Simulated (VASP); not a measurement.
Set up this calculation in VASP 6.6.1, as the native input.

| Item | Value |
| --- | --- |
| Task | relaxation of cell and atoms |
| Functional | r2SCAN |
| Potentials or basis | VASP PAW PBE potentials, release 64 (Mg, H) |
| Cutoff | 600 eV |
| k mesh | 12 × 12 × 4 |
| Occupations | gaussian, width 0.1 eV |
| Spin | no spin polarisation |
| Dipole correction | no |
| Further INCAR settings | ALGO = Normal; EDIFF = 1e-06; IBRION = 2; EDIFFG = -0.025; NSW = 90; ISIF = 3 |

Crystal: MgH.

```
Mg H
1.0
     3.06558    0.00000    0.00000
    -1.53279    2.65487    0.00000
     0.00000    0.00000   12.65557
Mg H
4 4
Direct
  0.00000 0.00000 0.00000
  0.33333 0.66667 0.25000
  0.00000 0.00000 0.50000
  0.66667 0.33333 0.75000
  0.00000 0.00000 0.83526
  0.00000 0.00000 0.16474
  0.00000 0.00000 0.33526
  0.00000 0.00000 0.66474
```

The input as run:

POSCAR

```
MgH
1.0
    3.0655768325      0.0000000000      0.0000000000
   -1.5327884163      2.6548674142      0.0000000000
    0.0000000000      0.0000000000     12.6555672234
Mg H
4 4
Direct
    1.0000000000      0.0000000000      0.0000000000
    0.3333333333      0.6666666667      0.2500000000
    1.0000000000      1.0000000000      0.5000000000
    0.6666666667      0.3333333333      0.7500000000
    0.0000000000      0.0000000000      0.8352569101
    0.0000000000      0.0000000000      0.1647430899
    0.0000000000      0.0000000000      0.3352569101
    0.0000000000      0.0000000000      0.6647430899
```

INCAR.step1

```
SYSTEM = MgH
  PREC = Accurate
  ENCUT = 600
  ISMEAR = 0
  SIGMA = 0.1
  LREAL = .FALSE.
  LASPH = .TRUE.
  NELM = 60
  GGA = PE
  ALGO = Normal
  EDIFF = 1E-4
  LWAVE = .TRUE.
  LCHARG = .FALSE.
```

INCAR.step2

```
SYSTEM = MgH
  PREC = Accurate
  ENCUT = 600
  EDIFF = 1E-6
  ISMEAR = 0
  SIGMA = 0.1
  LREAL = .FALSE.
  LASPH = .TRUE.
  NELM = 60
  ALGO = Normal
  ISIF = 3
  LWAVE = .FALSE.
  LCHARG = .FALSE.
  METAGGA = R2SCAN
  LMIXTAU = .TRUE.
  IBRION = 2
  NSW = 90
  EDIFFG = -0.025
  ISTART = 1
```

KPOINTS

```
regular mesh
0
G
  12 12 4
  0 0 0
```

Potentials or basis: VASP PAW PBE potentials, release 64 (Mg, H).

Command:

```console
$ cat potpaw_PBE.64/Mg/POTCAR potpaw_PBE.64/H/POTCAR > POTCAR
$ cp INCAR.step1 INCAR
$ mpirun -np 1 vasp_std > vasp.out
$ cp INCAR.step2 INCAR
$ mpirun -np 1 vasp_std > vasp.out
```

It gave:

* Relaxed volume: 12.83 Å³/atom
* Relaxed cell: a = 3.061 Å, b = 3.061 Å, c = 12.650 Å, α = 90.00°, β = 90.00°, γ = 120.00°
* Space group after relaxing (to 0.1 Å): P6_3/mmc (No. 194)
* Energy gained by relaxing: 0.1 meV/atom
* Ionic steps: 2
* Pressure after relaxing: -0.1 GPa
* Largest force after relaxing: 0.006 eV/Å
* Band gap on the k mesh: zero (bands 6 and 7 overlap by 0.81 eV)

Caveat: the PAW data sets were made with another functional, which shifts forces and pressure a little.

Wall time 5.9 min on 1 thread of Intel(R) Xeon(R) Platinum 8375C CPU @ 2.90GHz (Ice Lake), with other jobs on the host, peak memory 0.31 GiB.
